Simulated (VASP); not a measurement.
# C in VASP: single point with PBE+D3(BJ)

Aim: the single point of C with PBE+D3(BJ).

All numbers are computed with VASP 6.6.1; they aren't measurements. Logs are shortened: lines on timing, memory, paths and dates and some standing lists are left out, and cuts for length are marked.

### Step 1. The cell of the first run

The cell holds a slab with vacuum, 4 atoms: a = 2.465 Å, b = 2.465 Å, c = 23.922 Å, α = 90.00°, β = 90.00°, γ = 120.00°.

### Step 2. Single point, PBE+D3(BJ) (atom 1 (C) moved -0.100 Å along Cartesian [1 -1 0])

Contents of INCAR:

```
SYSTEM = C
PREC = Accurate
ENCUT = 600
EDIFF = 1E-6
ISMEAR = 0
SIGMA = 0.15
LREAL = .False.
LASPH = .True.
NELM = 120
ALGO = Normal
ISIF = 2
LWAVE = .False.
LCHARG = .False.
GGA = PE
IVDW = 12
NBANDS = 16
GGA_COMPAT = .False.
```

Contents of KPOINTS:

```
Automatic mesh
0
Gamma
  24 24 2
  0 0 0
```

Contents of POSCAR:

```
C
1.0
    2.4652678561      0.0000000000      0.0000000000
   -1.2326339280      2.1349845905      0.0000000000
    0.0000000000      0.0000000000     23.9222939139
C
4
Direct
   -0.0121227594      0.0331199946      0.5711557753
    0.0000000000      0.0000000000      0.4288442247
    0.3333333333      0.6666666667      0.4288237756
    0.6666666667      0.3333333333      0.5711762244
```

Potentials or basis: VASP PAW PBE potentials, release 64 (C).

Launch:

```console
$ cat potpaw_PBE.64/C/POTCAR > POTCAR
$ mpirun -np 1 vasp_std > vasp.out
```

OUTCAR:

```text
SYSTEM = C
   PREC = Accurate
   ENCUT = 600
   EDIFF = 1E-6
   ISMEAR = 0
   LREAL = .False.
   LASPH = .True.
   NELM = 120
   ISIF = 2
   GGA = PE
   IVDW = 12
 IVDW          = 12

 ion  position               nearest neighbor table
   1  0.988  0.033  0.571-   4 1.33   4 1.45   4 1.50
   2  0.000  0.000  0.429-   3 1.42   3 1.42   3 1.42
   3  0.333  0.667  0.429-   2 1.42   2 1.42   2 1.42
   4  0.667  0.333  0.571-   1 1.33   1 1.45   1 1.50

  LATTYP: Found a hexagonal cell.
 ALAT       =     2.4652678561
 C/A-ratio  =     9.7037301057

  Lattice vectors:

 A1 = (   2.4652678561,   0.0000000000,   0.0000000000)
 A2 = (  -1.2326339280,   2.1349845905,   0.0000000000)
 A3 = (   0.0000000000,   0.0000000000,  23.9222939139)

Analysis of symmetry for initial positions (statically):
=====================================================================
 Subroutine PRICEL returns:
 Original cell was already a primitive cell.

 Routine SETGRP: Setting up the symmetry group for a
 hexagonal supercell.

 Subroutine GETGRP returns: Found  1 space group operations
 (whereof  1 operations were pure point group operations)
 out of a pool of 24 trial point group operations.

The static configuration has the point symmetry C_1 .

Analysis of symmetry for dynamics (positions and initial velocities):
=====================================================================
 Subroutine PRICEL returns:
 Original cell was already a primitive cell.

 Routine SETGRP: Setting up the symmetry group for a
 hexagonal supercell.

 Subroutine GETGRP returns: Found  1 space group operations
 (whereof  1 operations were pure point group operations)
 out of a pool of 24 trial point group operations.

The dynamic configuration has the point symmetry C_1 .

 Subroutine INISYM returns: Found  1 space group operations
 (whereof  1 operations are pure point group operations),
 and found     1 'primitive' translations

----------------------------------------------------------------------------------------

                                     Primitive cell

  volume of cell :     125.9104

  direct lattice vectors                    reciprocal lattice vectors
     2.465267856  0.000000000  0.000000000     0.405635435  0.234193728  0.000000000
    -1.232633928  2.134984590  0.000000000     0.000000000  0.468387456  0.000000000
     0.000000000  0.000000000 23.922293914     0.000000000  0.000000000  0.041802011

  length of vectors
     2.465267856  2.465267856 23.922293914     0.468387456  0.468387456  0.041802011

  position of ions in fractional coordinates (direct lattice)
     0.987877241  0.033119995  0.571155775
     0.000000000  0.000000000  0.428844225
     0.333333333  0.666666667  0.428823776
     0.666666667  0.333333333  0.571176224

  ion indices of the primitive-cell ions
   primitive index   ion index
                 1           1
                 2           2
                 3           3
                 4           4

----------------------------------------------------------------------------------------

 KPOINTS: Automatic mesh

Automatic generation of k-mesh.
 Grid dimensions read from file:
 generate k-points for:   24   24    2

 Generating k-lattice:

  Cartesian coordinates                     Fractional coordinates (reciprocal lattice)
     0.016901476  0.009758072  0.000000000     0.041666667  0.000000000  0.000000000
     0.000000000  0.019516144  0.000000000     0.000000000  0.041666667  0.000000000
     0.000000000  0.000000000  0.020901006     0.000000000  0.000000000  0.500000000

  Length of vectors
     0.019516144  0.019516144  0.020901006

  Shift w.r.t. Gamma in fractional coordinates (k-lattice)
     0.000000000  0.000000000  0.000000000

 Subroutine IBZKPT returns following result:
 ===========================================

 Found    580 irreducible k-points:

 Following reciprocal coordinates:
            Coordinates               Weight
  0.000000  0.000000  0.000000      1.000000
  0.041667 -0.000000  0.000000      2.000000
  0.000000  0.041667  0.000000      2.000000
 -0.041667  0.041667  0.000000      2.000000
  0.083333 -0.000000  0.000000      2.000000
  0.000000  0.083333  0.000000      2.000000
[... 16 lines left out ...]
  0.333333 -0.000000  0.000000      2.000000
  0.000000  0.333333  0.000000      2.000000
 [... further k-points ...]
   k-points           NKPTS =    580   k-points in BZ     NKDIM =    580   number of bands    NBANDS=     16
   number of dos      NEDOS =    301   number of ions     NIONS =      4
   total plane-waves  NPLWV =  76800
   dimension x,y,z NGX =    20 NGY =   20 NGZ =  192
   dimension x,y,z NGXF=    40 NGYF=   40 NGZF=  384
   ions per type =               4
   NGX,Y,Z   is equivalent  to a cutoff of  13.49, 13.49, 13.34 a.u.
   NGXF,Y,Z  is equivalent  to a cutoff of  26.97, 26.97, 26.69 a.u.
 SYSTEM =  C
   PREC   = accura    normal or accurate (medium, high low for compatibility)
   ISTART =      0    job   : 0-new  1-cont  2-samecut
   ICHARG =      2    charge: 1-file 2-atom 10-const
   ISPIN  =      1    spin polarized calculation?
   LNONCOLLINEAR =      F non collinear calculations
   LSORBIT =      F    spin-orbit coupling
   LASPH  =      T    aspherical Exc in radial PAW
   ENCUT  =  600.0 eV  44.10 Ry    6.64 a.u.   4.92  4.92 47.78*2*pi/ulx,y,z
   NELM   =    120;   NELMIN=  2; NELMDL= -5     # of ELM steps
   EDIFF  = 0.1E-05   stopping-criterion for ELM
   LREAL  =      F    real-space projection
   EDIFFG = 0.1E-04   stopping-criterion for IOM
   NSW    =      0    number of steps for IOM
   IBRION =     -1    ionic relax: 0-MD 1-quasi-New 2-CG
   NFREE  =      0    steps in history (QN), initial steepest desc. (CG)
   ISIF   =      2    stress and relaxation
   ISYM   =      2    0-nonsym 1-usesym 2-fastsym
   POTIM  = 0.5000    time-step for ionic-motion
   TEBEG  =    0.0;   TEEND  =   0.0 temperature during run
   PSTRESS=    0.0 pullay stress
   NELECT =      16.0000    total number of electrons
   NUPDOWN=      -1.0000    fix difference up-down
   EMIN   =  10.00;   EMAX   =-10.00  energy-range for DOS
   EFERMI =   0.00;   METHOD = LEGACY
   ISMEAR =     0;   SIGMA  =   0.15  broadening in eV -4-tet -1-fermi 0-gaus
   EFERMI_NEDOS =   21; number of points for ismear=-14 and -15
   IALGO  =     38    algorithm
   IMIX   =      4    mixing-type and parameters
     AMIX     =   0.40;   BMIX     =  1.00
     AMIX_MAG =   1.60;   BMIX_MAG =  1.00
  volume/ion in A,a.u.               =      31.48       212.42
  Fermi-wavevector in a.u.,A,eV,Ry     =   0.823053  1.555344  9.216799  0.677416
  Thomas-Fermi vector in A             =   1.934495
   LORBIT       =      0    0 simple, 1 ext, 2 COOP (PROOUT), +10 PAW based schemes
   GGA     = PE    functional components
   LHFCALC =     F    Hartree Fock is set to
   AEXX    =    0.0000 exact exchange contribution
   IVDW    =    12    specifies the selected vdW correction
   LEPSILON=     F    determine dielectric tensor
   LRPA    =     F    only Hartree local field effects (RPA)
 non-spin polarized calculation
 Gauss-broadening in eV      SIGMA  =   0.15
  energy-cutoff  :      600.00
  volume of cell :      125.91
 maximum number of plane-waves:      4281
   NGX =  9   NGY =  9   NGZ = 95

 number of electron      15.9999999 magnetization

 Free energy of the ion-electron system (eV)
  ---------------------------------------------------
  ext. energy  EPLUGINS =         0.00000000
  ---------------------------------------------------
  free energy    TOTEN  =       -36.60459408 eV

  energy without entropy =      -36.60389621  energy(sigma->0) =      -36.60424515

 E-fermi :  -1.7830     XC(G=0):  -3.2836

 val. band max:       -2.0364791717   @ k =   0.3750   0.3333   0.0000
 cond. band min:      -1.7784805749   @ k =   0.3333   0.3333   0.5000
 fundamental gap:      0.2579985967
 Fermi energy:        -1.7829584275

 k-point     1 :       0.0000    0.0000    0.0000
  band No.  band energies     occupation
      1     -21.3440      2.00000
      2     -21.2062      2.00000
      3      -9.8191      2.00000
      4      -8.9179      2.00000
      5      -6.1675      2.00000
      6      -4.8049      2.00000
[... 8 lines left out ...]
     15       5.1313      0.00000
     16       5.1862      0.00000

 k-point     2 :       0.0417   -0.0000    0.0000
  band No.  band energies     occupation
      1     -21.3029      2.00000
      2     -21.1654      2.00000
      3      -9.7696      2.00000
      4      -8.8700      2.00000
      5      -6.2675      2.00000
      6      -4.9742      2.00000
[... 8 lines left out ...]
     15       5.1858      0.00000
     16       5.2430      0.00000

 k-point     3 :       0.0000    0.0417    0.0000
  band No.  band energies     occupation
      1     -21.3028      2.00000
      2     -21.1652      2.00000
      3      -9.7699      2.00000
      4      -8.8705      2.00000
      5      -6.2457      2.00000
      6      -4.9742      2.00000
[... 8 lines left out ...]
     15       5.1867      0.00000
     16       5.2434      0.00000

 k-point     4 :      -0.0417    0.0417    0.0000
  band No.  band energies     occupation
      1     -21.3031      2.00000
      2     -21.1658      2.00000
      3      -9.7688      2.00000
      4      -8.8690      2.00000
      5      -6.2979      2.00000
      6      -4.9741      2.00000
[... 8 lines left out ...]
     15       5.1841      0.00000
     16       5.2421      0.00000
[... 324 lines left out ...]
 k-point    22 :      -0.2917    0.2917    0.0000
  band No.  band energies     occupation
      1     -19.3647      2.00000
      2     -19.2476      2.00000
      3     -10.8475      2.00000
      4     -10.2988      2.00000
      5      -7.4130      2.00000
      6      -7.2107      2.00000
[... 8 lines left out ...]
     15       6.1378      0.00000
     16       6.4185      0.00000

 k-point    23 :       0.3333   -0.0000    0.0000
  band No.  band energies     occupation
      1     -18.7555      2.00000
      2     -18.6424      2.00000
      3     -11.4233      2.00000
      4     -11.3655      2.00000
      5      -7.5505      2.00000
      6      -7.4128      2.00000
[... 8 lines left out ...]
     15       6.2291      0.00000
     16       6.9631      0.00000

 k-point    24 :       0.0000    0.3333    0.0000
  band No.  band energies     occupation
      1     -18.7510      2.00000
      2     -18.6363      2.00000
      3     -11.4029      2.00000
      4     -11.0685      2.00000
      5      -7.9042      2.00000
      6      -7.5493      2.00000
[... 8 lines left out ...]
     15       6.2298      0.00000
     16       6.9647      0.00000

 [... further k-points ...]

------------------------ aborting loop because EDIFF is reached ----------------------------------------

 Edisp (eV)   -0.47428

 E8    (eV) :    -0.1418

  FORCE on cell =-STRESS in cart. coord.  units (eV):
  Direction    XX          YY          ZZ          XY          YZ          ZX
  --------------------------------------------------------------------------------------
  -------------------------------------------------------------------------------------
  Total       1.71456    -0.02018    -0.06506    -0.98831     0.00069    -0.00600
  in kB      21.81738    -0.25673    -0.82787   -12.57594     0.00878    -0.07640
  external pressure =        6.91 kB  Pullay stress =        0.00 kB

 VOLUME and BASIS-vectors are now :
 -----------------------------------------------------------------------------
  energy-cutoff  :      600.00
  volume of cell :      125.91
      direct lattice vectors                 reciprocal lattice vectors
     2.465267856  0.000000000  0.000000000     0.405635435  0.234193728  0.000000000
    -1.232633928  2.134984590  0.000000000     0.000000000  0.468387456  0.000000000
     0.000000000  0.000000000 23.922293914     0.000000000  0.000000000  0.041802011

 POSITION                                       TOTAL-FORCE (eV/Angst)
 -----------------------------------------------------------------------------------
      2.39456      0.07071     13.66336         4.479121     -3.820304      0.004564
      0.00000      0.00000     10.25894         0.005462     -0.003608     -0.004473
     -0.00000      1.42332     10.25845        -0.004290      0.003943      0.001293
      1.23263      0.71166     13.66385        -4.480293      3.819968     -0.001384
 -----------------------------------------------------------------------------------
    total drift:                               -0.000097      0.000018      0.000091

  FREE ENERGIE OF THE ION-ELECTRON SYSTEM (eV)
  ---------------------------------------------------
  free  energy   TOTEN  =       -37.0788690845 eV

  energy  without entropy=      -37.0781712145  energy(sigma->0) =      -37.07852015
```

Run time: 13 min. Hardware: 1 thread of Intel Xeon 6975P-C (Granite Rapids), shared host; peak memory 1.1 GiB.

Results:

```yaml
Free_energy: -37.0789 eV
Largest_force: 5.888 eV/Å
Band_gap_on_the_k_mesh: zero (filled and empty bands touch)
Dispersion_energy_per_atom: -0.119 eV
```

Forces in eV/Å, atoms in the order of the input:
```
C    4.479 -3.820  0.005
C    0.005 -0.004 -0.004
C   -0.004  0.004  0.001
C   -4.480  3.820 -0.001
```

Levels at points of the mesh, in eV from the Fermi level:
```csv
k point,band 4,band 5,band 6,band 7,band 8,band 9,band 10,band 11,band 12,band 13
"(0.00, 0.00, 0.00)",-7.13,-4.38,-3.02,-3.02,-1.42,3.45,3.82,4.35,5.11,5.54
"(0.50, 0.00, 0.00)",-12.94,-6.40,-6.34,-2.65,-2.28,1.66,2.16,6.87,7.41,11.20
"(0.00, 0.50, 0.00)",-12.59,-6.76,-6.40,-2.87,-2.32,1.69,2.62,6.97,7.41,11.19
"(0.50, 0.50, 0.00)",-13.22,-6.40,-5.76,-2.41,-1.56,0.63,1.75,7.37,7.74,11.16
"(0.00, 0.00, 0.50)",-7.14,-4.38,-3.02,-3.02,-1.42,3.46,3.81,4.42,4.92,5.96
"(0.50, 0.00, 0.50)",-12.94,-6.40,-6.34,-2.65,-2.28,1.66,2.16,6.87,7.41,11.20
"(0.00, 0.50, 0.50)",-12.59,-6.76,-6.40,-2.87,-2.32,1.69,2.62,6.97,7.41,11.19
"(0.50, 0.50, 0.50)",-13.22,-6.40,-5.76,-2.41,-1.56,0.63,1.75,7.37,7.74,11.16
```

Caveat: the cell differs from its parent crystal (atom 1 (C) moved -0.100 Å along Cartesian [1 -1 0]); there is no dipole correction, which matters where the two faces differ.

The gap in the log of VASP goes by the Fermi energy; the results here count the filled bands.